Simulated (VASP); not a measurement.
# Sc4Be (P-43m) in VASP: notebook

Runs on Sc4Be. Level: PBE. Tasks: single point, relaxation of cell and atoms.

Program: VASP 6.6.1. These are calculated values, not measurements. Logs are shortened: lines on timing, memory, paths and dates and some standing lists are left out, and cuts for length are marked.

## Step 1: The cell of the first run

Symmetry: P-43m, No. 215, cubic system. The conventional cell has a = 4.933 Å, b = 4.933 Å, c = 4.933 Å, α = 90.00°, β = 90.00°, γ = 90.00°. Within 3.1 Å of Sc (site symmetry 3m) lie 1 Be at 2.38 Å and 3 Sc at 3.09 Å. Within 3.1 Å of Be (site symmetry -43m) lie 4 Sc at 2.38 Å.

## Step 2: Single point, PBE

Contents of INCAR:

```
SYSTEM = Sc4Be
  PREC = Accurate
  ENCUT = 520
  EDIFF = 1E-7
  ISMEAR = 0
  SIGMA = 0.1
  LREAL = .FALSE.
  LASPH = .TRUE.
  NELM = 100
  ALGO = Normal
  ISIF = 2
  LWAVE = .FALSE.
  LCHARG = .FALSE.
  GGA = PE
  NBANDS = 31
```

Contents of KPOINTS:

```
Automatic mesh
0
G
  8 8 8
  0 0 0
```

Contents of POSCAR:

```
Sc4Be
1.0
    4.9327353021      0.0000000000      0.0000000000
    0.0000000000      4.9327353021      0.0000000000
    0.0000000000      0.0000000000      4.9327353021
Sc Be
4 1
Direct
    0.2782011292      0.2782011292      0.2782011292
    0.7217988708      0.7217988708      0.2782011292
    0.2782011292      0.7217988708      0.7217988708
    0.7217988708      0.2782011292      0.7217988708
    0.0000000000      0.0000000000      0.0000000000
```

Potentials or basis: VASP PAW PBE potentials, release 64 (Sc_sv, Be).

Command:

```bash
cat potpaw_PBE.64/Sc_sv/POTCAR potpaw_PBE.64/Be/POTCAR > POTCAR
mpirun -np 1 vasp_std > vasp.out
```

OUTCAR:

```text
SYSTEM = Sc4Be
   PREC = Accurate
   ENCUT = 520
   EDIFF = 1E-7
   ISMEAR = 0
   LREAL = .FALSE.
   LASPH = .TRUE.
   NELM = 100
   ISIF = 2
   GGA = PE

 ion  position               nearest neighbor table
   1  0.278  0.278  0.278-   5 2.38   3 3.09   4 3.09   2 3.09
   2  0.722  0.722  0.278-   5 2.38   3 3.09   4 3.09   1 3.09
   3  0.278  0.722  0.722-   5 2.38   2 3.09   4 3.09   1 3.09
   4  0.722  0.278  0.722-   5 2.38   2 3.09   3 3.09   1 3.09
   5  0.000  0.000  0.000-   1 2.38   2 2.38   3 2.38   4 2.38

  LATTYP: Found a simple cubic cell.
 ALAT       =     4.9327353021

  Lattice vectors:

 A1 = (   4.9327353021,   0.0000000000,   0.0000000000)
 A2 = (   0.0000000000,   4.9327353021,   0.0000000000)
 A3 = (   0.0000000000,   0.0000000000,   4.9327353021)

Analysis of symmetry for initial positions (statically):
=====================================================================
 Subroutine PRICEL returns:
 Original cell was already a primitive cell.

 Routine SETGRP: Setting up the symmetry group for a
 simple cubic supercell.

 Subroutine GETGRP returns: Found 24 space group operations
 (whereof 24 operations were pure point group operations)
 out of a pool of 48 trial point group operations.

The static configuration has the point symmetry T_d .

Analysis of symmetry for dynamics (positions and initial velocities):
=====================================================================
 Subroutine PRICEL returns:
 Original cell was already a primitive cell.

 Routine SETGRP: Setting up the symmetry group for a
 simple cubic supercell.

 Subroutine GETGRP returns: Found 24 space group operations
 (whereof 24 operations were pure point group operations)
 out of a pool of 48 trial point group operations.

The dynamic configuration has the point symmetry T_d .

 Subroutine INISYM returns: Found 24 space group operations
 (whereof 24 operations are pure point group operations),
 and found     1 'primitive' translations

----------------------------------------------------------------------------------------

                                     Primitive cell
[... 87 lines left out ...]
 SYSTEM =  Sc4Be
   PREC   = accura    normal or accurate (medium, high low for compatibility)
   ISTART =      0    job   : 0-new  1-cont  2-samecut
   ICHARG =      2    charge: 1-file 2-atom 10-const
   ISPIN  =      1    spin polarized calculation?
   LNONCOLLINEAR =      F non collinear calculations
   LSORBIT =      F    spin-orbit coupling
   LASPH  =      T    aspherical Exc in radial PAW
   ENCUT  =  520.0 eV  38.22 Ry    6.18 a.u.   9.17  9.17  9.17*2*pi/ulx,y,z
   NELM   =    100;   NELMIN=  2; NELMDL= -5     # of ELM steps
   EDIFF  = 0.1E-06   stopping-criterion for ELM
   LREAL  =      F    real-space projection
   EDIFFG = 0.1E-05   stopping-criterion for IOM
   NSW    =      0    number of steps for IOM
   IBRION =     -1    ionic relax: 0-MD 1-quasi-New 2-CG
   NFREE  =      0    steps in history (QN), initial steepest desc. (CG)
   ISIF   =      2    stress and relaxation
   ISYM   =      2    0-nonsym 1-usesym 2-fastsym
   POTIM  = 0.5000    time-step for ionic-motion
   TEBEG  =    0.0;   TEEND  =   0.0 temperature during run
   PSTRESS=    0.0 pullay stress
   NELECT =      46.0000    total number of electrons
   NUPDOWN=      -1.0000    fix difference up-down
   EMIN   =  10.00;   EMAX   =-10.00  energy-range for DOS
   EFERMI =   0.00;   METHOD = LEGACY
   ISMEAR =     0;   SIGMA  =   0.10  broadening in eV -4-tet -1-fermi 0-gaus
   EFERMI_NEDOS =   21; number of points for ismear=-14 and -15
   IALGO  =     38    algorithm
   IMIX   =      4    mixing-type and parameters
     AMIX     =   0.40;   BMIX     =  1.00
     AMIX_MAG =   1.60;   BMIX_MAG =  1.00
  volume/ion in A,a.u.               =      24.00       161.99
  Fermi-wavevector in a.u.,A,eV,Ry     =   1.189158  2.247183 19.239960  1.414097
  Thomas-Fermi vector in A             =   2.325272
   LORBIT       =      0    0 simple, 1 ext, 2 COOP (PROOUT), +10 PAW based schemes
   GGA     = PE    functional components
   LHFCALC =     F    Hartree Fock is set to
   AEXX    =    0.0000 exact exchange contribution
   IVDW    =     0    specifies the selected vdW correction
   LEPSILON=     F    determine dielectric tensor
   LRPA    =     F    only Hartree local field effects (RPA)
 non-spin polarized calculation
 Gauss-broadening in eV      SIGMA  =   0.10
  energy-cutoff  :      520.00
  volume of cell :      120.02
 maximum number of plane-waves:      3256
 NGX is ok and might be reduce to    40
   NGX = 19   NGY = 19   NGZ = 19

 number of electron      46.0000000 magnetization

 Free energy of the ion-electron system (eV)
  ---------------------------------------------------
  ext. energy  EPLUGINS =         0.00000000
  ---------------------------------------------------
  free energy    TOTEN  =       -26.11916149 eV

  energy without entropy =      -26.05987033  energy(sigma->0) =      -26.08951591

 E-fermi :   3.0134     XC(G=0):  -9.4281

 val. band max:        3.0106361405   @ k =   0.3750   0.2500   0.0000
 cond. band min:       3.0167125376   @ k =   0.5000   0.5000   0.1250
 fundamental gap:      0.0060763971
 Fermi energy:         3.0133721106

 k-point     1 :       0.0000    0.0000    0.0000
  band No.  band energies     occupation
      1     -46.4832      2.00000
      2     -46.4289      2.00000
      3     -46.4289      2.00000
      4     -46.4289      2.00000
      5     -25.2325      2.00000
      6     -25.2151      2.00000
[... 805 lines left out ...]
     30       4.7434      0.00000
     31       4.8369      0.00000

 [... further k-points ...]
[... 5 lines left out ...]
  --------------------------------------------------------------------------------------
  -------------------------------------------------------------------------------------
  Total        0.0167921      0.0167921      0.0167921      0.0000000      0.0000000      0.0000000
  in kB        0.2241575      0.2241575      0.2241575      0.0000000      0.0000000      0.0000000
  external PRESSURE =       0.2241575 kB  Pullay stress =       0.0000000 kB

 VOLUME and BASIS-vectors are now :
 -----------------------------------------------------------------------------
  energy-cutoff  :      520.00
  volume of cell :      120.02
      direct lattice vectors                 reciprocal lattice vectors
     4.932735302  0.000000000  0.000000000     0.202727278  0.000000000  0.000000000
     0.000000000  4.932735302  0.000000000     0.000000000  0.202727278  0.000000000
     0.000000000  0.000000000  4.932735302     0.000000000  0.000000000  0.202727278

 POSITION                                       TOTAL-FORCE (eV/Angst)
 -----------------------------------------------------------------------------------
      1.37229      1.37229      1.37229        -0.002661     -0.002661     -0.002661
      3.56044      3.56044      1.37229         0.002661      0.002661     -0.002661
      1.37229      3.56044      3.56044        -0.002661      0.002661      0.002661
      3.56044      1.37229      3.56044         0.002661     -0.002661      0.002661
      0.00000      0.00000      0.00000         0.000000     -0.000000     -0.000000
 -----------------------------------------------------------------------------------
    total drift:                                0.000000      0.000000      0.000000

  FREE ENERGIE OF THE ION-ELECTRON SYSTEM (eV)
  ---------------------------------------------------
  free  energy   TOTEN  =       -26.1191614852 eV

  energy  without entropy=      -26.0598703328  energy(sigma->0) =      -26.08951591
```

OSZICAR:

```text
N       E                     dE             d eps       ncg     rms          rms(c)
DAV:   1     0.931718223749E+03    0.93172E+03   -0.20591E+04  2178   0.152E+03
DAV:   2     0.463394156564E+02   -0.88538E+03   -0.87120E+03  3162   0.707E+02
DAV:   3    -0.277968745217E+02   -0.74136E+02   -0.71110E+02  3693   0.273E+02
DAV:   4    -0.309324704670E+02   -0.31356E+01   -0.30204E+01  3556   0.503E+01
DAV:   5    -0.310339060290E+02   -0.10144E+00   -0.10005E+00  3652   0.102E+01    0.122E+01
DAV:   6    -0.264442976804E+02    0.45896E+01   -0.21331E+01  3051   0.296E+01    0.309E+00
DAV:   7    -0.261658601702E+02    0.27844E+00   -0.15513E+00  3484   0.113E+01    0.151E+00
DAV:   8    -0.261245938924E+02    0.41266E-01   -0.21637E-01  3364   0.303E+00    0.713E-01
DAV:   9    -0.261192375427E+02    0.53563E-02   -0.25490E-02  3564   0.167E+00    0.154E-01
DAV:  10    -0.261191346152E+02    0.10293E-03   -0.34002E-03  3556   0.481E-01    0.504E-02
DAV:  11    -0.261191678802E+02   -0.33265E-04   -0.30169E-04  3468   0.144E-01    0.138E-02
DAV:  12    -0.261191624465E+02    0.54337E-05   -0.38977E-05  3508   0.405E-02    0.420E-03
DAV:  13    -0.261191610606E+02    0.13859E-05   -0.43248E-06  2972   0.205E-02    0.872E-04
DAV:  14    -0.261191615551E+02   -0.49451E-06   -0.46142E-07  2324   0.555E-03    0.394E-04
DAV:  15    -0.261191614852E+02    0.69895E-07   -0.34567E-08  1820   0.310E-03
   1 F= -.26119161E+02 E0= -.26089516E+02  d E =-.592912E-01
```

It took 1.9 min on 1 thread of Intel Xeon Platinum 8375C at 2.90GHz (Ice Lake), shared host; peak memory 0.29 GiB.

Results:

| Property | Result |
| --- | --- |
| Free energy | -26.1192 eV |
| Pressure | 0.0 GPa |
| Largest force | 0.005 eV/Å |
| Band gap on the k mesh | zero (band 23 reaches 3.21 eV, above the bottom of band 24 at 2.47 eV) |

Forces in eV/Å, atoms in the order of the input:
```
Sc  -0.003 -0.003 -0.003
Sc   0.003  0.003 -0.003
Sc  -0.003  0.003  0.003
Sc   0.003 -0.003  0.003
Be   0.000  0.000  0.000
```

## Step 3: Relaxation of cell and atoms, PBE

This run uses another cell than the first one, of 23.88 Å³/atom, 0.995 times its volume.

Contents of INCAR:

```
SYSTEM = Sc4Be
ALGO = Normal ; EDIFF = 1E-7
EDIFFG = -0.01 ; ENCUT = 600
GGA = PE ; IBRION = 2
ISIF = 3 ; ISMEAR = 0
LASPH = .True. ; LCHARG = .False.
LREAL = .False. ; LWAVE = .False.
NELM = 100 ; NSW = 100
PREC = Accurate ; SIGMA = 0.1
```

Contents of KPOINTS:

```
k-points
0
Gamma
  8 8 8
  0 0 0
```

Contents of POSCAR:

```
Sc4Be
1.0
    4.9239173260      0.0000000000      0.0000000000
    0.0000000000      4.9239173260      0.0000000000
    0.0000000000      0.0000000000      4.9239173260
Sc Be
4 1
Direct
    0.2777074230      0.2777074230      0.2777074230
    0.7222925770      0.7222925770      0.2777074230
    0.2777074230      0.7222925770      0.7222925770
    0.7222925770      0.2777074230      0.7222925770
    0.0000000000      0.0000000000      0.0000000000
```

Potentials or basis: VASP PAW PBE potentials, release 64 (Sc_sv, Be).

Command:

```bash
cat potpaw_PBE.64/Sc_sv/POTCAR potpaw_PBE.64/Be/POTCAR > POTCAR
mpirun -np 1 vasp_std > vasp.out
```

It took 4.9 min on 1 thread of Intel Xeon Platinum 8375C at 2.90GHz (Ice Lake), shared host; peak memory 0.32 GiB.

Results (log left out):

```yaml
Free_energy: -26.1196 eV
Relaxed_volume: 24.04 Å³/atom
Relaxed_cell: a = 4.935 Å, b = 4.935 Å, c = 4.935 Å, α = 90.00°, β = 90.00°, γ = 90.00°
Space_group_after_relaxing_to_0.05_Å: P-43m (No. 215)
Energy_gained_by_relaxing: 0.2 meV/atom
Ionic_steps: 5
Pressure_after_relaxing: 0.0 GPa
Largest_force_after_relaxing: 0.004 eV/Å
Band_gap_on_the_k_mesh: zero (band 23 reaches 3.20 eV, above the bottom of band 24 at 2.46 eV)
```

Forces in eV/Å, atoms in the order of the input:
```
Sc   0.003  0.003  0.003
Sc  -0.003 -0.003  0.003
Sc   0.003 -0.003 -0.003
Sc  -0.003  0.003 -0.003
Be   0.000  0.000  0.000
```

Step by step:
| step | energy change (eV) | largest force (eV/Å) | pressure (GPa) | volume (Å³) |
| --- | --- | --- | --- | --- |
| 1 | 0.0000 | 0.0489 | 0.31 | 119.38 |
| 2 | -0.0011 | 0.0183 | 0.00 | 120.17 |
| 3 | -0.0011 | 0.0169 | -0.03 | 120.24 |
| 4 | -0.0011 | 0.0159 | -0.03 | 120.26 |
| 5 | -0.0011 | 0.0044 | -0.01 | 120.21 |

Final structure:
```yaml
crystal:
  lattice:
    - [4.93525, 0.00000, 0.00000]
    - [0.00000, 4.93525, 0.00000]
    - [0.00000, 0.00000, 4.93525]
  atoms:
    - { symbol: Sc, position: [0.27812, 0.27812, 0.27812] }
    - { symbol: Sc, position: [0.72188, 0.72188, 0.27812] }
    - { symbol: Sc, position: [0.27812, 0.72188, 0.72188] }
    - { symbol: Sc, position: [0.72188, 0.27812, 0.72188] }
    - { symbol: Be, position: [0.00000, 0.00000, 0.00000] }
```

Levels at points of the mesh, in eV from the Fermi level:
| k point | band 19 | band 20 | band 21 | band 22 | band 23 | band 24 | band 25 | band 26 | band 27 |
| --- | --- | --- | --- | --- | --- | --- | --- | --- | --- |
| (0.00, 0.00, 0.00) | -1.53 | -1.53 | -0.96 | -0.16 | -0.16 | 0.43 | 1.19 | 1.19 | 1.21 |
| (0.50, 0.00, 0.00) | -0.78 | -0.78 | -0.31 | -0.27 | 0.20 | 0.22 | 0.53 | 0.76 | 0.96 |
| (0.50, 0.50, 0.00) | -2.07 | -1.84 | -0.71 | 0.02 | 0.02 | 0.25 | 0.54 | 0.79 | 1.05 |
| (0.50, 0.50, 0.50) | -1.69 | -1.69 | -0.55 | -0.55 | -0.55 | -0.54 | 1.16 | 1.16 | 1.16 |

## Step 4: Single point, PBE

This run uses another cell than the first one, of 17.70 Å³/atom, 0.737 times its volume.

Contents of INCAR:

```
PREC = Accurate
ENCUT = 520
EDIFF = 1E-6
ISMEAR = 0
SIGMA = 0.1
LREAL = F
LASPH = T
NELM = 100
ALGO = Normal
ISIF = 2
LWAVE = F
LCHARG = F
GGA = PE
NBANDS = 31
```

Contents of KPOINTS:

```
Automatic mesh
0
Gamma
  4 4 4
```

Contents of POSCAR:

```
Sc4Be
1.0
    4.4560733000      0.0000000000      0.0000000000
    0.0000000000      4.4560733000      0.0000000000
    0.0000000000      0.0000000000      4.4560733000
Sc Be
4 1
Direct
    0.2500000000      0.2500000000      0.2500000000
    0.7500000000      0.7500000000      0.2500000000
    0.2500000000      0.7500000000      0.7500000000
    0.7500000000      0.2500000000      0.7500000000
    0.0000000000      0.0000000000      0.0000000000
```

Command:

```bash
cat potpaw_PBE.64/Sc_sv/POTCAR potpaw_PBE.64/Be/POTCAR > POTCAR
mpirun -np 1 vasp_std > vasp.out
```

Run time: 25 s. Hardware: 1 thread of Intel Xeon Platinum 8375C at 2.90GHz (Ice Lake), shared host; peak memory 0.2 GiB.

Results (log left out):

```
Free energy            : -21.9582 eV
Pressure               : 30.2 GPa
Band gap on the k mesh : zero (band 23 reaches 5.16 eV, above the bottom of band 24 at 4.91 eV)
```

Levels at points of the mesh, in eV from the Fermi level:
```tsv
k point	band 21	band 22	band 23	band 24	band 25	band 26
(0.00, 0.00, 0.00)	-1.11	-0.72	-0.72	1.11	1.11	1.11
(0.50, 0.00, 0.00)	-0.24	-0.24	0.25	0.29	0.37	0.43
(0.50, 0.50, 0.00)	-0.98	-0.01	-0.01	0.14	0.47	0.73
(0.50, 0.50, 0.50)	-0.36	-0.36	-0.36	0.12	1.10	1.10
```

## Step 5: The runs side by side

```csv
task,cell,k mesh,cutoff (eV),gap on the mesh (eV),pressure (GPa)
single point,"a = 4.933 Å, 5 atoms",8 × 8 × 8,520,none,0.0
relaxation of cell and atoms,"relaxed from a = 4.924 Å, 5 atoms",8 × 8 × 8,600,none,0.0
single point,"a = 4.456 Å, 5 atoms",4 × 4 × 4,520,none,30.2
```

Alike in all rows: level PBE; potentials or basis VASP PAW PBE potentials, release 64 (Sc_sv, Be); no spin polarisation; smearing gaussian 0.1 eV.

Total energies depend on the potentials used, so only differences within one code and one set of settings carry meaning.
